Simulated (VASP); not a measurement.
# KF (Fm-3m) in VASP: single point with PBE

Aim: the single point of KF with PBE.

Program: VASP 6.6.1. These are calculated values, not measurements. Logs are shortened: lines on timing, memory, paths and dates and some standing lists are left out, and cuts for length are marked.

### 1 The cell of the first run

It takes space group Fm-3m (No. 225, cubic). Conventional cell: a = 5.421 Å, b = 5.421 Å, c = 5.421 Å, α = 90.00°, β = 90.00°, γ = 90.00°. Within 3.6 Å of K (site symmetry m-3m) lie 6 F at 2.71 Å. F (site symmetry m-3m) has 6 K at 2.71 Å within 3.6 Å.

### 2 Single point, PBE

File INCAR:

```
SYSTEM = KF
PREC = Accurate
ENCUT = 600
EDIFF = 1E-6
ISMEAR = 0
SIGMA = 0.01
LREAL = .FALSE.
LASPH = .TRUE.
NELM = 120
ALGO = Normal
ISIF = 2
LWAVE = .FALSE.
LCHARG = .FALSE.
GGA = PE
NBANDS = 15
GGA_COMPAT = .FALSE.
```

File KPOINTS:

```
Automatic mesh
0
G
  8 8 8
  0 0 0
```

File POSCAR:

```
KF
1.0
    0.0000000000      2.7103322708      2.7103322708
    2.7103322708      0.0000000000      2.7103322708
    2.7103322708      2.7103322708      0.0000000000
K F
1 1
Direct
    0.0000000000      0.0000000000      0.0000000000
    0.5000000000      0.5000000000      0.5000000000
```

Potentials or basis: VASP PAW PBE potentials, release 64 (K_sv, F).

The run is started by

```console
> cat potpaw_PBE.64/K_sv/POTCAR potpaw_PBE.64/F/POTCAR > POTCAR
> mpirun -np 1 vasp_std > vasp.out
```

OUTCAR:

```text
SYSTEM = KF
   PREC = Accurate
   ENCUT = 600
   EDIFF = 1E-6
   ISMEAR = 0
   LREAL = .FALSE.
   LASPH = .TRUE.
   NELM = 120
   ISIF = 2
   GGA = PE

 ion  position               nearest neighbor table
   1  0.000  0.000  0.000-   2 2.71   2 2.71   2 2.71   2 2.71   2 2.71   2 2.71
   2  0.500  0.500  0.500-   1 2.71   1 2.71   1 2.71   1 2.71   1 2.71   1 2.71

  LATTYP: Found a face centered cubic cell.
 ALAT       =     5.4206645416

  Lattice vectors:

 A1 = (   0.0000000000,   2.7103322708,   2.7103322708)
 A2 = (   2.7103322708,   0.0000000000,   2.7103322708)
 A3 = (   2.7103322708,   2.7103322708,   0.0000000000)

Analysis of symmetry for initial positions (statically):
=====================================================================
 Subroutine PRICEL returns:
 Original cell was already a primitive cell.

 Routine SETGRP: Setting up the symmetry group for a
 face centered cubic supercell.

 Subroutine GETGRP returns: Found 48 space group operations
 (whereof 48 operations were pure point group operations)
 out of a pool of 48 trial point group operations.

The static configuration has the point symmetry O_h .

Analysis of symmetry for dynamics (positions and initial velocities):
=====================================================================
 Subroutine PRICEL returns:
 Original cell was already a primitive cell.

 Routine SETGRP: Setting up the symmetry group for a
 face centered cubic supercell.

 Subroutine GETGRP returns: Found 48 space group operations
 (whereof 48 operations were pure point group operations)
 out of a pool of 48 trial point group operations.

The dynamic configuration has the point symmetry O_h .

 Subroutine INISYM returns: Found 48 space group operations
 (whereof 48 operations are pure point group operations),
 and found     1 'primitive' translations

----------------------------------------------------------------------------------------

                                     Primitive cell

  volume of cell :      39.8197

  direct lattice vectors                    reciprocal lattice vectors
     0.000000000  2.710332271  2.710332271    -0.184479226  0.184479226  0.184479226
     2.710332271  0.000000000  2.710332271     0.184479226 -0.184479226  0.184479226
     2.710332271  2.710332271  0.000000000     0.184479226  0.184479226 -0.184479226

  length of vectors
     3.832988656  3.832988656  3.832988656     0.319527393  0.319527393  0.319527393

  position of ions in fractional coordinates (direct lattice)
     0.000000000  0.000000000  0.000000000
     0.500000000  0.500000000  0.500000000

  ion indices of the primitive-cell ions
   primitive index   ion index
                 1           1
                 2           2

----------------------------------------------------------------------------------------

 KPOINTS: Automatic mesh

Automatic generation of k-mesh.
 Grid dimensions read from file:
 generate k-points for:    8    8    8

 Generating k-lattice:

  Cartesian coordinates                     Fractional coordinates (reciprocal lattice)
    -0.023059903  0.023059903  0.023059903     0.125000000  0.000000000  0.000000000
     0.023059903 -0.023059903  0.023059903     0.000000000  0.125000000  0.000000000
     0.023059903  0.023059903 -0.023059903     0.000000000  0.000000000  0.125000000

  Length of vectors
     0.039940924  0.039940924  0.039940924

  Shift w.r.t. Gamma in fractional coordinates (k-lattice)
     0.000000000  0.000000000  0.000000000

 Subroutine IBZKPT returns following result:
 ===========================================

 Found     29 irreducible k-points:

 Following reciprocal coordinates:
            Coordinates               Weight
  0.000000  0.000000  0.000000      1.000000
  0.125000  0.000000  0.000000      8.000000
  0.250000  0.000000  0.000000      8.000000
  0.375000  0.000000  0.000000      8.000000
  0.500000  0.000000  0.000000      4.000000
  0.125000  0.125000  0.000000      6.000000
[... 16 lines left out ...]
  0.500000  0.250000  0.125000     48.000000
 -0.375000  0.250000  0.125000     24.000000
 [... further k-points ...]
   k-points           NKPTS =     29   k-points in BZ     NKDIM =     29   number of bands    NBANDS=     15
   number of dos      NEDOS =    301   number of ions     NIONS =      2
   total plane-waves  NPLWV =  32768
   dimension x,y,z NGX =    32 NGY =   32 NGZ =   32
   dimension x,y,z NGXF=    64 NGYF=   64 NGZF=   64
   ions per type =               1   1
   NGX,Y,Z   is equivalent  to a cutoff of  13.88, 13.88, 13.88 a.u.
   NGXF,Y,Z  is equivalent  to a cutoff of  27.76, 27.76, 27.76 a.u.
 SYSTEM =  KF
   PREC   = accura    normal or accurate (medium, high low for compatibility)
   ISTART =      0    job   : 0-new  1-cont  2-samecut
   ICHARG =      2    charge: 1-file 2-atom 10-const
   ISPIN  =      1    spin polarized calculation?
   LNONCOLLINEAR =      F non collinear calculations
   LSORBIT =      F    spin-orbit coupling
   LASPH  =      T    aspherical Exc in radial PAW
   ENCUT  =  600.0 eV  44.10 Ry    6.64 a.u.   7.66  7.66  7.66*2*pi/ulx,y,z
   NELM   =    120;   NELMIN=  2; NELMDL= -5     # of ELM steps
   EDIFF  = 0.1E-05   stopping-criterion for ELM
   LREAL  =      F    real-space projection
   EDIFFG = 0.1E-04   stopping-criterion for IOM
   NSW    =      0    number of steps for IOM
   IBRION =     -1    ionic relax: 0-MD 1-quasi-New 2-CG
   NFREE  =      0    steps in history (QN), initial steepest desc. (CG)
   ISIF   =      2    stress and relaxation
   ISYM   =      2    0-nonsym 1-usesym 2-fastsym
   POTIM  = 0.5000    time-step for ionic-motion
   TEBEG  =    0.0;   TEEND  =   0.0 temperature during run
   PSTRESS=    0.0 pullay stress
   NELECT =      16.0000    total number of electrons
   NUPDOWN=      -1.0000    fix difference up-down
   EMIN   =  10.00;   EMAX   =-10.00  energy-range for DOS
   EFERMI =   0.00;   METHOD = LEGACY
   ISMEAR =     0;   SIGMA  =   0.01  broadening in eV -4-tet -1-fermi 0-gaus
   EFERMI_NEDOS =   21; number of points for ismear=-14 and -15
   IALGO  =     38    algorithm
   IMIX   =      4    mixing-type and parameters
     AMIX     =   0.40;   BMIX     =  1.00
     AMIX_MAG =   1.60;   BMIX_MAG =  1.00
  volume/ion in A,a.u.               =      19.91       134.36
  Fermi-wavevector in a.u.,A,eV,Ry     =   1.208043  2.282870 19.855896  1.459367
  Thomas-Fermi vector in A             =   2.343662
   LORBIT       =      0    0 simple, 1 ext, 2 COOP (PROOUT), +10 PAW based schemes
   GGA     = PE    functional components
   LHFCALC =     F    Hartree Fock is set to
   AEXX    =    0.0000 exact exchange contribution
   IVDW    =     0    specifies the selected vdW correction
   LEPSILON=     F    determine dielectric tensor
   LRPA    =     F    only Hartree local field effects (RPA)
 non-spin polarized calculation
 Gauss-broadening in eV      SIGMA  =   0.01
  energy-cutoff  :      600.00
  volume of cell :       39.82
 maximum number of plane-waves:      1363
   NGX = 15   NGY = 15   NGZ = 15

 number of electron      15.9999994 magnetization

 Free energy of the ion-electron system (eV)
  ---------------------------------------------------
  ext. energy  EPLUGINS =         0.00000000
  ---------------------------------------------------
  free energy    TOTEN  =        -8.30111455 eV

  energy without entropy =       -8.30111455  energy(sigma->0) =       -8.30111455

 E-fermi :  -2.8315     XC(G=0):  -8.2110

 val. band max:       -2.9168090585   @ k =   0.0000   0.0000   0.0000
 cond. band min:       3.0314197917   @ k =   0.0000   0.0000   0.0000
 fundamental gap:      5.9482288501
 Fermi energy:        -2.8314826208

 k-point     1 :       0.0000    0.0000    0.0000
  band No.  band energies     occupation
      1     -29.1744      2.00000
      2     -21.5508      2.00000
      3     -12.4543      2.00000
      4     -12.4543      2.00000
      5     -12.4543      2.00000
      6      -2.9168      2.00000
      7      -2.9168      2.00000
      8      -2.9168      2.00000
      9       3.0314      0.00000
     10       7.6429      0.00000
     11       7.6429      0.00000
     12       7.6429      0.00000
     13       9.2587      0.00000
     14       9.2587      0.00000
     15      13.7389      0.00000

 k-point     2 :       0.1250    0.0000    0.0000
  band No.  band energies     occupation
      1     -29.1632      2.00000
      2     -21.5605      2.00000
      3     -12.4916      2.00000
      4     -12.4594      2.00000
      5     -12.4594      2.00000
      6      -3.0483      2.00000
      7      -2.9640      2.00000
      8      -2.9640      2.00000
      9       3.4486      0.00000
     10       7.3967      0.00000
     11       7.8432      0.00000
     12       7.8432      0.00000
     13       9.3899      0.00000
     14       9.3899      0.00000
     15      14.4559      0.00000

 k-point     3 :       0.2500    0.0000    0.0000
  band No.  band energies     occupation
      1     -29.1360      2.00000
      2     -21.5842      2.00000
      3     -12.5807      2.00000
      4     -12.4716      2.00000
      5     -12.4716      2.00000
      6      -3.3280      2.00000
      7      -3.0761      2.00000
      8      -3.0761      2.00000
      9       4.4984      0.00000
     10       7.0401      0.00000
     11       8.3355      0.00000
     12       8.3355      0.00000
     13       9.8060      0.00000
     14       9.8060      0.00000
     15      15.3205      0.00000

 k-point     4 :       0.3750    0.0000    0.0000
  band No.  band energies     occupation
      1     -29.1086      2.00000
      2     -21.6081      2.00000
      3     -12.6686      2.00000
      4     -12.4836      2.00000
      5     -12.4836      2.00000
      6      -3.5700      2.00000
      7      -3.1852      2.00000
      8      -3.1852      2.00000
      9       5.6043      0.00000
     10       7.0574      0.00000
     11       8.7902      0.00000
     12       8.7902      0.00000
     13      10.5525      0.00000
     14      10.5525      0.00000
     15      13.7393      0.00000
[... 307 lines left out ...]
 k-point    22 :       0.3750    0.2500    0.1250
  band No.  band energies     occupation
      1     -29.1172      2.00000
      2     -21.5858      2.00000
      3     -12.6159      2.00000
      4     -12.5820      2.00000
      5     -12.4989      2.00000
      6      -3.4145      2.00000
      7      -3.1111      2.00000
      8      -2.9967      2.00000
      9       5.1786      0.00000
     10       6.4389      0.00000
     11       8.7612      0.00000
     12       8.9575      0.00000
     13       9.8090      0.00000
     14      10.2780      0.00000
     15      14.8665      0.00000

 k-point    23 :       0.5000    0.2500    0.1250
  band No.  band energies     occupation
      1     -29.0961      2.00000
      2     -21.5947      2.00000
      3     -12.7005      2.00000
      4     -12.6286      2.00000
      5     -12.5133      2.00000
      6      -3.4500      2.00000
      7      -3.1891      2.00000
      8      -3.0741      2.00000
      9       6.0785      0.00000
     10       6.5700      0.00000
     11       8.6103      0.00000
     12       9.4400      0.00000
     13      10.3229      0.00000
     14      11.2491      0.00000
     15      12.8391      0.00000

 k-point    24 :      -0.3750    0.2500    0.1250
  band No.  band energies     occupation
      1     -29.0874      2.00000
      2     -21.5984      2.00000
      3     -12.7391      2.00000
      4     -12.6427      2.00000
      5     -12.5208      2.00000
      6      -3.4563      2.00000
      7      -3.1755      2.00000
      8      -3.1605      2.00000
      9       6.3102      0.00000
     10       6.9651      0.00000
     11       8.5203      0.00000
     12       9.5764      0.00000
     13      10.7753      0.00000
     14      11.7621      0.00000
     15      11.9204      0.00000

 [... further k-points ...]

------------------------ aborting loop because EDIFF is reached ----------------------------------------

  FORCE on cell =-STRESS in cart. coord.  units (eV):
  Direction    XX          YY          ZZ          XY          YZ          ZX
  --------------------------------------------------------------------------------------
  -------------------------------------------------------------------------------------
  Total       -0.0047797     -0.0047797     -0.0047797      0.0000000      0.0000000      0.0000000
  in kB       -0.1923160     -0.1923160     -0.1923160      0.0000000      0.0000000      0.0000000
  external PRESSURE =      -0.1923160 kB  Pullay stress =       0.0000000 kB

 VOLUME and BASIS-vectors are now :
 -----------------------------------------------------------------------------
  energy-cutoff  :      600.00
  volume of cell :       39.82
      direct lattice vectors                 reciprocal lattice vectors
     0.000000000  2.710332271  2.710332271    -0.184479226  0.184479226  0.184479226
     2.710332271  0.000000000  2.710332271     0.184479226 -0.184479226  0.184479226
     2.710332271  2.710332271  0.000000000     0.184479226  0.184479226 -0.184479226

 POSITION                                       TOTAL-FORCE (eV/Angst)
 -----------------------------------------------------------------------------------
      0.00000      0.00000      0.00000         0.000000     -0.000000      0.000000
      2.71033      2.71033      2.71033         0.000000      0.000000     -0.000000
 -----------------------------------------------------------------------------------
    total drift:                                0.000000     -0.000000      0.000000

  FREE ENERGIE OF THE ION-ELECTRON SYSTEM (eV)
  ---------------------------------------------------
  free  energy   TOTEN  =        -8.3011145472 eV

  energy  without entropy=       -8.3011145472  energy(sigma->0) =       -8.30111455
```

It took 7.8 s on 1 thread of Intel Xeon 6975P-C (Granite Rapids), shared host; peak memory 0.17 GiB.

What came out:

```
Free energy            : -8.3011 eV
Pressure               : 0.0 GPa
Band gap on the k mesh : 5.95 eV
```
